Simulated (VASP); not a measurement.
# MoS2: relaxation of cell and atoms with PBEsol

Crystal: MoS2.

```
Mo S
1.0
     1.58000    0.91221    6.15000
    -1.58000    0.91221    6.15000
     0.00000   -1.82443    6.15000
Mo S
1 2
Direct
  0.00000 0.00000 0.00000
  0.41700 0.41700 0.41700
  0.25000 0.25000 0.25000
```

| Quantity | Value |
| --- | --- |
| Program | VASP 6.6.1 |
| Task | relaxation of cell and atoms |
| Functional | PBEsol |
| Potentials or basis | VASP PAW PBE potentials, release 64 (Mo_sv, S) |
| Cutoff | 600 eV |
| k mesh | 10 × 10 × 10 |
| Occupations | fermi-dirac, width 0.05 eV |
| Spin | no spin polarisation |
| Target pressure | 5 GPa |
| Dipole correction | no |
| Further INCAR settings | ALGO = Normal; EDIFF = 1e-07; IBRION = 2; EDIFFG = -0.01; NSW = 60; ISIF = 3 |

```
Relaxed volume                                             : 16.08 Å³/atom
Relaxed cell                                               : a = 6.035 Å, b = 6.035 Å, c = 6.035 Å, α = 29.85°, β = 29.85°, γ = 29.85°
Space group after relaxing (to 0.1 Å)                      : R3m (No. 160)
Energy change on relaxing (the run minimises the enthalpy) : +19.5 meV/atom
Ionic steps                                                : 13
Pressure after relaxing                                    : 5.0 GPa
Largest force after relaxing                               : 0.009 eV/Å
Band gap on the k mesh                                     : 0.51 eV (least direct gap 1.98 eV)
```

Forces in eV/Å, atoms in the order of the input:
```
Mo   0.000  0.000 -0.006
S    0.000  0.000 -0.002
S    0.000  0.000  0.009
```

Stress tensor (GPa, compression positive):
```
5.05 0.00 0.00
0.00 5.05 0.00
0.00 0.00 4.94
```

The path:
| step | energy change (eV) | largest force (eV/Å) | pressure (GPa) | volume (Å³) |
| --- | --- | --- | --- | --- |
| 1 | 0.0000 | 0.2592 | 0.33 | 53.18 |
| 2 | 0.1299 | 1.2453 | 12.79 | 49.30 |
| 3 | 0.0263 | 0.6524 | 5.74 | 51.31 |
| 4 | 0.0285 | 0.0882 | 4.41 | 50.66 |
| 5 | 0.0258 | 0.1515 | 4.56 | 50.73 |
| 6 | 0.0289 | 0.1425 | 4.79 | 50.21 |
| 7 | 0.0528 | 0.2871 | 5.90 | 48.62 |
| 8 | 0.2164 | 0.7221 | 10.49 | 45.43 |
| 9 | 0.0659 | 0.4209 | 6.98 | 48.20 |
| 10 | 0.0579 | 0.1594 | 5.30 | 48.27 |
| 11 | 0.0569 | 0.1102 | 4.79 | 48.29 |
| 12 | 0.0578 | 0.0299 | 4.94 | 48.25 |
| 13 | 0.0584 | 0.0089 | 5.01 | 48.23 |

Final structure:
```cif
data_structure
_symmetry_space_group_name_H-M 'P 1'
_symmetry_Int_Tables_number 1
_cell_length_a 6.0355
_cell_length_b 6.0355
_cell_length_c 6.0355
_cell_angle_alpha 29.849
_cell_angle_beta 29.849
_cell_angle_gamma 29.849
_cell_volume 48.23
loop_
_atom_site_label
_atom_site_type_symbol
_atom_site_fract_x
_atom_site_fract_y
_atom_site_fract_z
_atom_site_occupancy
Mo1 Mo 0.00006 0.00006 0.00006 1
S1 S 0.42371 0.42371 0.42371 1
S2 S 0.24323 0.24323 0.24323 1
```

Levels at points of the mesh, in eV from the valence-band top:
```
           k point  band 9  band 10  band 11  band 12  band 13  band 14  band 15  band 16  band 17
(0.00, 0.00, 0.00)   -3.61    -2.48    -2.48    -1.74    -0.91     1.80     1.80     2.36     2.36
(0.50, 0.00, 0.00)   -5.46    -4.35    -2.59    -1.85    -1.66     1.57     1.85     3.05     3.45
(0.50, 0.50, 0.00)   -5.08    -4.17    -3.50    -2.12    -1.60     1.48     2.06     2.80     3.96
(0.50, 0.50, 0.50)   -3.64    -3.64    -2.41    -2.41     0.00     1.98     1.98     2.10     2.10
```

Run time: 39 min on 1 thread of Intel(R) Xeon(R) 6975P-C (Granite Rapids), with other jobs on the host, peak memory 0.54 GiB.

Caveat: the cell is relaxed towards a set pressure, so the run minimises the enthalpy, not the energy; the PAW data sets were made with another functional, which shifts forces and pressure a little. A k mesh can miss the band edges.
